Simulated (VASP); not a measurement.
Here is a VASP 6.6.1 calculation.

File INCAR:

```
SYSTEM = HfH2
  ALGO = Normal
  EDIFF = 1E-8
  ENCUT = 520
  GGA = CA
  ISIF = 2
  ISMEAR = -1
  LASPH = .True.
  LCHARG = .False.
  LEFG = .True.
  LREAL = .False.
  LWAVE = .False.
  NBANDS = 13
  NELM = 80
  PREC = Accurate
  SIGMA = 0.15
```

The input KPOINTS:

```
k-points
0
Gamma
  18 18 18
  0 0 0
```

The input POSCAR:

```
HfH2
1.0
   -1.7158863517      1.7158863517      2.1141108667
    1.7158863517     -1.7158863517      2.1141108667
    1.7158863517      1.7158863517     -2.1141108667
Hf H
1 2
Direct
    0.0000000000      0.0000000000      0.0000000000
    0.7500000000      0.2500000000      0.5000000000
    0.2500000000      0.7500000000      0.5000000000
```

Potentials or basis: VASP PAW LDA potentials, release 64 (Hf_pv, H).

Command:

```console
$ cat potpaw_LDA.64/Hf_pv/POTCAR potpaw_LDA.64/H/POTCAR > POTCAR
$ mpirun -np 1 vasp_std > vasp.out
```

(1) What does it give for the pressure?

(2) Predict the band gap on the k mesh.

## Answers

(1) 0.0 GPa.

(2) zero (bands 6 and 7 overlap by 1.01 eV).

Caveat: without QUAD_EFG the Cq values of the log hold for a quadrupole moment of 1 mb, not for the nuclei; spin-orbit coupling is left out, which moves the levels of the heavy elements.
